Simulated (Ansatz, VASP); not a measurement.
## One calculation of Bi, two programs

The input POSCAR:

```
Bi
1.0
   -2.0160481300      2.0160481300      2.0160481300
    2.0160481300     -2.0160481300      2.0160481300
    2.0160481300      2.0160481300     -2.0160481300
Bi
1
Direct
    0.0000000000      0.0000000000      0.0000000000
```

The input INCAR.step1:

```
SYSTEM = Bi
ALGO = Normal ; EDIFF = 1E-4
ENCUT = 520 ; GGA = PE
ISMEAR = 0 ; LASPH = .TRUE.
LCHARG = .FALSE. ; LREAL = .FALSE.
LWAVE = .TRUE. ; NBANDS = 14
NELM = 100 ; PREC = Accurate
SIGMA = 0.05
```

File INCAR.step2:

```
SYSTEM = Bi
ALGO = Normal ; EDIFF = 1E-6
ENCUT = 520 ; ISIF = 2
ISMEAR = 0 ; ISTART = 1
LASPH = .TRUE. ; LCHARG = .TRUE.
LELF = .TRUE. ; LMIXTAU = .TRUE.
LREAL = .FALSE. ; LVHAR = .TRUE.
LWAVE = .FALSE. ; METAGGA = R2SCAN
NBANDS = 14 ; NELM = 100
PREC = Accurate ; SIGMA = 0.05
```

The input KPOINTS:

```
k-points
0
G
  8 8 8
  0 0 0
```

Input for Ansatz:

```yaml
crystal:
  lattice:
    - [-2.016048129964532, 2.016048129964532, 2.016048129964532]
    - [2.016048129964532, -2.016048129964532, 2.016048129964532]
    - [2.016048129964532, 2.016048129964532, -2.016048129964532]
  atoms:
    - { symbol: Bi, position: [0.0, 0.0, 0.0] }
basis:
  ecutwfc: 650.0
kpoints:
  mp_grid:
    grid: [8, 8, 8]
hamiltonian:
  xc: r2scan
  pseudopotentials:
    kind: paw
scf:
  occupations:
    method: gaussian
    width: 0.05
output:
  stress: true
```

Alike in both runs: task single point; functional r2SCAN; k mesh 8 × 8 × 8; occupations gaussian, width 0.05 eV; no spin polarisation.

|  | VASP | Ansatz |
| --- | --- | --- |
| version | VASP 6.6.1 | Ansatz 0.2.0 |
| potentials or method | VASP PAW PBE potentials, release 64 (Bi_d), cutoff 520 eV | plane waves, PAW |
| valence electrons in the cell | 15 | 15 |

Ansatz gave:

| Item | Value |
| --- | --- |
| pressure (GPa) | -2.7 |

Which values does VASP return?

Pressure (GPa): -2.8.

VASP's potentials were made for PBE, not for r2SCAN. With one functional, cell and mesh, what is left measures potentials, basis and numerics.

Spin-orbit coupling is off throughout.
